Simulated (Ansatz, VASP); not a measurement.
**One calculation of Sb, two programs**

Contents of INCAR:

```
SYSTEM = Sb
ALGO = Normal
EDIFF = 1E-6
EDIFFG = -0.01
ENCUT = 600
GGA = PS
IBRION = 2
ISIF = 3
ISMEAR = -1
IVDW = 13
LASPH = .TRUE.
LCHARG = .FALSE.
LREAL = .FALSE.
LWAVE = .FALSE.
NELM = 100
NSW = 60
PREC = Accurate
SIGMA = 0.05
```

Contents of KPOINTS:

```
k-points
0
G
  9 9 5
  0 0 0
```

The input POSCAR:

```
Sb
1.0
    3.3545324186      0.0000000000      0.0000000000
   -1.6772662093      2.9051102923      0.0000000000
    0.0000000000      0.0000000000      5.4701606500
Sb
2
Direct
    0.6666666667      0.3333333333      0.7500000000
    0.3333333333      0.6666666667      0.2500000000
```

Contents of input.yaml:

```yaml
crystal:
  lattice:
    - [3.3545324186, 0.0, 0.0]
    - [-1.6772662093, 2.9051102923, 0.0]
    - [0.0, 0.0, 5.47016065]
  atoms:
    - { symbol: Sb, position: [0.6666666667, 0.3333333333, 0.75] }
    - { symbol: Sb, position: [0.3333333333, 0.6666666667, 0.25] }
hamiltonian:
  xc: pbesol
  pseudopotentials: { kind: paw }
  dispersion: d4
kpoints:
  mp_grid: { grid: [9, 9, 5] }
scf:
  occupations: { method: fermi_dirac, width: 0.05 }
output:
  forces: true
  stress: true
  eigenvalues: true
relax:
  f_tol: 0.01
  max_steps: 40
  cell: { stress_tol: 0.05 }
```

Alike in both runs: task relaxation of cell and atoms; functional PBEsol; dispersion D4; k mesh 9 × 9 × 5; occupations fermi-dirac, width 0.05 eV; no spin polarisation.

|  | VASP | Ansatz |
| --- | --- | --- |
| version | VASP 6.6.1 | Ansatz 0.2.0 |
| potentials or method | VASP PAW PBE potentials, release 64 (Sb) | Ansatz PAW |
| plane-wave cutoff (eV) | 600 | 420 |
| valence electrons in the cell | 10 | 30 |

|  | VASP | Ansatz | Ansatz less VASP |
| --- | --- | --- | --- |
| gap on the k mesh at the Fermi level, each at its own relaxed structure (eV) | none | none | - |
| relaxed volume (Å³/atom) | 25.23 | 25.22 | -0.011 |
| relaxed cell length with the largest relative difference (Å) | 5.368 | 5.366 | -0.0021 |

VASP's potentials were made for PBE, not for PBEsol. A gap of «none» marks a metal or a gap that the smearing closes. VASP's potentials hold 10 valence electrons a cell and Ansatz's 30, so a difference there can come from the potentials and not from the codes.

Spin-orbit coupling is off throughout. Noted on Ansatz's run: the plane-wave basis is chosen anew once the cell has moved, so the energies of steps on either side of that aren't comparable.
